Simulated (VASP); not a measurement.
# TaN (I4/mmm) in VASP: further runs

TaN is run at these levels: PBEsol; tasks: single point.

All numbers are computed with VASP 6.6.1; they aren't measurements. Logs are shortened: lines on timing, memory, paths and dates and some standing lists are left out, and cuts for length are marked.

## (1) The cell of the first run

It takes space group I4/mmm (No. 139, tetragonal). The conventional cell has a = 3.094 Å, b = 3.094 Å, c = 4.310 Å, α = 90.00°, β = 90.00°, γ = 90.00°. Ta (site symmetry 4/mmm) has 6 N at 2.16 to 2.19 Å within 2.9 Å. Within 2.9 Å of N (site symmetry 4/mmm) lie 6 Ta at 2.16 to 2.19 Å.

## (2) Single point, PBEsol (strain +0.000 along x and y, -0.015 along z)

The input, INCAR:

```
PREC     = Accurate       # precision mode
ENCUT    = 520            # plane-wave cutoff, eV
EDIFF    = 1E-6           # SCF threshold, eV
ISMEAR   = 0              # smearing method
SIGMA    = 0.15           # smearing width, eV
LREAL    = F              # projectors in reciprocal space
LASPH    = T              # aspherical terms in the spheres
NELM     = 60             # most SCF steps
ALGO     = Normal         # electronic algorithm
ISIF     = 2              # what is computed and relaxed
LWAVE    = F              # write WAVECAR
LCHARG   = F              # write CHGCAR
GGA      = PS             # functional
NBANDS   = 15             # bands
```

The input, KPOINTS:

```
regular mesh
0
Gamma
  24 24 24
```

The input, POSCAR:

```
TaN
1.0
    0.0000000000      2.1878447036      2.1550270330
    2.1878447036      0.0000000000      2.1550270330
    2.1878447036      2.1878447036      0.0000000000
Ta N
1 1
Direct
    0.5000000000      0.5000000000      0.5000000000
    0.0000000000      0.0000000000      0.0000000000
```

Potentials or basis: VASP PAW PBE potentials, release 64 (Ta_pv, N).

Command:

```console
$ cat potpaw_PBE.64/Ta_pv/POTCAR potpaw_PBE.64/N/POTCAR > POTCAR
$ mpirun -np 1 vasp_std > vasp.out
```

OUTCAR:

```text
PREC = Accurate
   ENCUT = 520
   EDIFF = 1E-6
   ISMEAR = 0
   LREAL = F
   LASPH = T
   NELM = 60
   ISIF = 2
   GGA = PS

 ion  position               nearest neighbor table
   1  0.500  0.500  0.500-   2 2.16   2 2.16   2 2.19   2 2.19   2 2.19   2 2.19
   2  0.000  0.000  0.000-   1 2.16   1 2.16   1 2.19   1 2.19   1 2.19   1 2.19

  LATTYP: Found a body centered tetragonal cell.
 ALAT       =     3.0940796522
 C/A-ratio  =     1.3930003589

  Lattice vectors:

 A1 = (   0.0000000000,  -2.1878447036,  -2.1550270330)
 A2 = (   0.0000000000,   2.1878447036,  -2.1550270330)
 A3 = (   2.1878447036,   0.0000000000,   2.1550270330)

Analysis of symmetry for initial positions (statically):
=====================================================================
 Subroutine PRICEL returns:
 Original cell was already a primitive cell.

 Routine SETGRP: Setting up the symmetry group for a
 body centered tetragonal supercell.

 Subroutine GETGRP returns: Found 16 space group operations
 (whereof 16 operations were pure point group operations)
 out of a pool of 16 trial point group operations.

The static configuration has the point symmetry D_4h.

Analysis of symmetry for dynamics (positions and initial velocities):
=====================================================================
 Subroutine PRICEL returns:
 Original cell was already a primitive cell.

 Routine SETGRP: Setting up the symmetry group for a
 body centered tetragonal supercell.

 Subroutine GETGRP returns: Found 16 space group operations
 (whereof 16 operations were pure point group operations)
 out of a pool of 16 trial point group operations.

The dynamic configuration has the point symmetry D_4h.

 Subroutine INISYM returns: Found 16 space group operations
 (whereof 16 operations are pure point group operations),
 and found     1 'primitive' translations

----------------------------------------------------------------------------------------

                                     Primitive cell

  volume of cell :      20.6308

  direct lattice vectors                    reciprocal lattice vectors
     0.000000000  2.187844704  2.155027033    -0.228535416  0.228535416  0.232015651
     2.187844704  0.000000000  2.155027033     0.228535416 -0.228535416  0.232015651
     2.187844704  2.187844704  0.000000000     0.228535416  0.228535416 -0.232015651

  length of vectors
     3.070961732  3.070961732  3.094079652     0.397854415  0.397854415  0.397854415

  position of ions in fractional coordinates (direct lattice)
     0.500000000  0.500000000  0.500000000
     0.000000000  0.000000000  0.000000000

  ion indices of the primitive-cell ions
   primitive index   ion index
                 1           1
                 2           2

----------------------------------------------------------------------------------------

 KPOINTS: regular mesh

Automatic generation of k-mesh.
 Grid dimensions read from file:
 generate k-points for:   24   24   24

 Generating k-lattice:

  Cartesian coordinates                     Fractional coordinates (reciprocal lattice)
    -0.009522309  0.009522309  0.009667319     0.041666667  0.000000000  0.000000000
     0.009522309 -0.009522309  0.009667319     0.000000000  0.041666667  0.000000000
     0.009522309  0.009522309 -0.009667319     0.000000000  0.000000000  0.041666667

  Length of vectors
     0.016577267  0.016577267  0.016577267

  Shift w.r.t. Gamma in fractional coordinates (k-lattice)
     0.000000000  0.000000000  0.000000000

 Subroutine IBZKPT returns following result:
 ===========================================

 Found   1063 irreducible k-points:

 Following reciprocal coordinates:
            Coordinates               Weight
  0.000000  0.000000  0.000000      1.000000
  0.041667 -0.000000  0.000000      8.000000
  0.083333 -0.000000  0.000000      8.000000
  0.125000 -0.000000  0.000000      8.000000
  0.166667 -0.000000  0.000000      8.000000
  0.208333 -0.000000  0.000000      8.000000
[... 16 lines left out ...]
  0.416667  0.041667  0.000000      8.000000
  0.458333  0.041667  0.000000      8.000000
 [... further k-points ...]
   k-points           NKPTS =   1063   k-points in BZ     NKDIM =   1063   number of bands    NBANDS=     15
   number of dos      NEDOS =    301   number of ions     NIONS =      2
   total plane-waves  NPLWV =  13824
   dimension x,y,z NGX =    24 NGY =   24 NGZ =   24
   dimension x,y,z NGXF=    48 NGYF=   48 NGZF=   48
   ions per type =               1   1
   NGX,Y,Z   is equivalent  to a cutoff of  12.99, 12.99, 12.90 a.u.
   NGXF,Y,Z  is equivalent  to a cutoff of  25.98, 25.98, 25.79 a.u.
 SYSTEM =  unknown system
   PREC   = accura    normal or accurate (medium, high low for compatibility)
   ISTART =      0    job   : 0-new  1-cont  2-samecut
   ICHARG =      2    charge: 1-file 2-atom 10-const
   ISPIN  =      1    spin polarized calculation?
   LNONCOLLINEAR =      F non collinear calculations
   LSORBIT =      F    spin-orbit coupling
   LASPH  =      T    aspherical Exc in radial PAW
   ENCUT  =  520.0 eV  38.22 Ry    6.18 a.u.   5.71  5.71  5.75*2*pi/ulx,y,z
   NELM   =     60;   NELMIN=  2; NELMDL= -5     # of ELM steps
   EDIFF  = 0.1E-05   stopping-criterion for ELM
   LREAL  =      F    real-space projection
   EDIFFG = 0.1E-04   stopping-criterion for IOM
   NSW    =      0    number of steps for IOM
   IBRION =     -1    ionic relax: 0-MD 1-quasi-New 2-CG
   NFREE  =      0    steps in history (QN), initial steepest desc. (CG)
   ISIF   =      2    stress and relaxation
   ISYM   =      2    0-nonsym 1-usesym 2-fastsym
   POTIM  = 0.5000    time-step for ionic-motion
   TEBEG  =    0.0;   TEEND  =   0.0 temperature during run
   PSTRESS=    0.0 pullay stress
   NELECT =      16.0000    total number of electrons
   NUPDOWN=      -1.0000    fix difference up-down
   EMIN   =  10.00;   EMAX   =-10.00  energy-range for DOS
   EFERMI =   0.00;   METHOD = LEGACY
   ISMEAR =     0;   SIGMA  =   0.15  broadening in eV -4-tet -1-fermi 0-gaus
   EFERMI_NEDOS =   21; number of points for ismear=-14 and -15
   IALGO  =     38    algorithm
   IMIX   =      4    mixing-type and parameters
     AMIX     =   0.40;   BMIX     =  1.00
     AMIX_MAG =   1.60;   BMIX_MAG =  1.00
  volume/ion in A,a.u.               =      10.32        69.61
  Fermi-wavevector in a.u.,A,eV,Ry     =   1.504098  2.842334 30.780625  2.262312
  Thomas-Fermi vector in A             =   2.615122
   LORBIT       =      0    0 simple, 1 ext, 2 COOP (PROOUT), +10 PAW based schemes
   GGA     = PS    functional components
   LHFCALC =     F    Hartree Fock is set to
   AEXX    =    0.0000 exact exchange contribution
   IVDW    =     0    specifies the selected vdW correction
   LEPSILON=     F    determine dielectric tensor
   LRPA    =     F    only Hartree local field effects (RPA)
 non-spin polarized calculation
 Gauss-broadening in eV      SIGMA  =   0.15
  energy-cutoff  :      520.00
  volume of cell :       20.63
 maximum number of plane-waves:       568
   NGX = 11   NGY = 11   NGZ = 11

 number of electron      16.0000000 magnetization

 Free energy of the ion-electron system (eV)
  ---------------------------------------------------
  ext. energy  EPLUGINS =         0.00000000
  ---------------------------------------------------
  free energy    TOTEN  =       -23.20168533 eV

  energy without entropy =      -23.19203708  energy(sigma->0) =      -23.19686121

 E-fermi :   9.7217     XC(G=0): -13.7559

 val. band max:        9.7172489769   @ k =  -0.2917   0.3333   0.0833
 cond. band min:       9.7222170115   @ k =  -0.4167   0.0000   0.2083
 fundamental gap:      0.0049680345
 Fermi energy:         9.7216582808

 k-point     1 :       0.0000    0.0000    0.0000
  band No.  band energies     occupation
      1     -25.9260      2.00000
      2     -25.9260      2.00000
      3     -25.9208      2.00000
      4      -9.3369      2.00000
      5       5.8161      2.00000
      6       5.8161      2.00000
      7       5.8943      2.00000
      8       7.4450      2.00000
      9       7.4450      2.00000
     10       7.6346      2.00000
     11       9.6439      1.53647
     12       9.8119      0.39511
     13      11.5896      0.00000
     14      19.1121      0.00000
     15      22.1569      0.00000

 k-point     2 :       0.0417   -0.0000    0.0000
  band No.  band energies     occupation
      1     -25.9425      2.00000
      2     -25.9278      2.00000
      3     -25.9237      2.00000
      4      -9.2911      2.00000
      5       5.5725      2.00000
      6       5.6396      2.00000
      7       5.7061      2.00000
      8       7.5294      2.00000
      9       7.5605      2.00000
     10       7.7235      2.00000
     11       9.8343      0.28819
     12      10.0054      0.00747
     13      11.7217      0.00000
     14      19.2507      0.00000
     15      22.1568      0.00000

 k-point     3 :       0.0833   -0.0000    0.0000
  band No.  band energies     occupation
      1     -25.9948      2.00000
      2     -25.9330      2.00000
      3     -25.9280      2.00000
      4      -9.1561      2.00000
      5       4.9797      2.00000
      6       5.2192      2.00000
      7       5.2830      2.00000
      8       7.7338      2.00000
      9       7.7864      2.00000
     10       7.9266      2.00000
     11      10.3422      0.00000
     12      10.5209      0.00000
     13      12.0899      0.00000
     14      19.6529      0.00000
     15      22.1565      0.00000
[... 343 lines left out ...]
 k-point    23 :       0.4167    0.0417    0.0000
  band No.  band energies     occupation
      1     -26.8053      2.00000
      2     -26.0302      2.00000
      3     -25.9998      2.00000
      4      -6.4815      2.00000
      5      -0.3642      2.00000
      6       2.0825      2.00000
      7       2.1986      2.00000
      8      10.3161      0.00000
      9      11.3511      0.00000
     10      11.4654      0.00000
     11      14.5605      0.00000
     12      16.2416      0.00000
     13      17.2938      0.00000
     14      21.6958      0.00000
     15      22.2574      0.00000

 k-point    24 :       0.4583    0.0417    0.0000
  band No.  band energies     occupation
      1     -26.8576      2.00000
      2     -26.0334      2.00000
      3     -26.0079      2.00000
      4      -6.2321      2.00000
      5      -0.7033      2.00000
      6       1.9733      2.00000
      7       2.0363      2.00000
      8      10.8769      0.00000
      9      11.7316      0.00000
     10      11.7404      0.00000
     11      14.1699      0.00000
     12      16.8696      0.00000
     13      17.6665      0.00000
     14      21.6268      0.00000
     15      22.2479      0.00000

 [... further k-points ...]

------------------------ aborting loop because EDIFF is reached ----------------------------------------

  FORCE on cell =-STRESS in cart. coord.  units (eV):
  Direction    XX          YY          ZZ          XY          YZ          ZX
  --------------------------------------------------------------------------------------
  -------------------------------------------------------------------------------------
  Total        0.4295250      0.4295250      1.7949835      0.0000000     -0.0000000     -0.0000000
  in kB       33.3567166     33.3567166    139.3976121      0.0000000     -0.0000000     -0.0000000
  external PRESSURE =      68.7036818 kB  Pullay stress =       0.0000000 kB

 VOLUME and BASIS-vectors are now :
 -----------------------------------------------------------------------------
  energy-cutoff  :      520.00
  volume of cell :       20.63
      direct lattice vectors                 reciprocal lattice vectors
     0.000000000  2.187844704  2.155027033    -0.228535416  0.228535416  0.232015651
     2.187844704  0.000000000  2.155027033     0.228535416 -0.228535416  0.232015651
     2.187844704  2.187844704  0.000000000     0.228535416  0.228535416 -0.232015651

 POSITION                                       TOTAL-FORCE (eV/Angst)
 -----------------------------------------------------------------------------------
      2.18784      2.18784      2.15503        -0.000000     -0.000000     -0.000000
      0.00000      0.00000      0.00000         0.000000      0.000000      0.000000
 -----------------------------------------------------------------------------------
    total drift:                                0.000000     -0.000000     -0.000000

  FREE ENERGIE OF THE ION-ELECTRON SYSTEM (eV)
  ---------------------------------------------------
  free  energy   TOTEN  =       -23.2016853326 eV

  energy  without entropy=      -23.1920370805  energy(sigma->0) =      -23.19686121
```

Run time: 84 s. Hardware: 1 thread of Intel Xeon 6975P-C (Granite Rapids), shared host; peak memory 0.42 GiB.

Results:

```yaml
Free_energy: -23.2017 eV
Pressure: 6.9 GPa
Band_gap_on_the_k_mesh: zero (bands 8 and 9 overlap by 4.21 eV)
```

Stress tensor (GPa, compression positive):
```
 3.34  0.00  0.00
 0.00  3.34  0.00
 0.00  0.00 13.94
```

Caveat: the cell differs from its parent crystal (strain +0.000 along x and y, -0.015 along z); the cell stands under pressure; the PAW data sets were made with another functional, which shifts forces and pressure a little; spin-orbit coupling is left out, which moves the levels of the heavy elements.

[end of part 1 of 2]
